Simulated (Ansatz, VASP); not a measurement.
# Two plane-wave programs on C

```xyz
2
Lattice="1.2325 0.7116 3.3614 -1.2325 0.7116 3.3614 0.0000 -1.4232 3.3614" Properties=species:S:1:pos:R:3 pbc="T T T"
C     0.0000    0.0600    1.6563
C     0.0000   -0.0600    8.4279
```

Change from the starting cell: mode 4 frozen in at -0.024 Å and mode 6 at +0.060 Å (largest displacements).

Alike in both runs: task single point; functional PBE; dispersion D3(BJ); k mesh 15 × 15 × 15; occupations gaussian, width 0.05 eV; no spin polarisation.

|  | VASP | Ansatz |
| --- | --- | --- |
| version | VASP 6.6.1 | Ansatz 0.2.0 |
| potentials or method | VASP PAW PBE potentials, release 64 (C), cutoff 520 eV | scalar-relativistic, plane waves, PAW |
| valence electrons in the cell | 8 | 8 |

VASP gave:

- gap on the k mesh at the Fermi level (eV): 0.41
- least direct gap on the mesh (eV): 0.41
- pressure (GPa): 5.9
- traceless stress, the component that is largest in VASP (GPa): 14.57
- rms of the force components (eV/Å): 3.187

Question: Which values does Ansatz return?

Answer: gap on the k mesh at the Fermi level (eV): 0.41; least direct gap on the mesh (eV): 0.41; pressure (GPa): 5.5; traceless stress, the component that is largest in VASP (GPa): 14.13; rms of the force components (eV/Å): 3.183.

Atom by atom the forces differ by 0.004 eV/Å (rms over components).
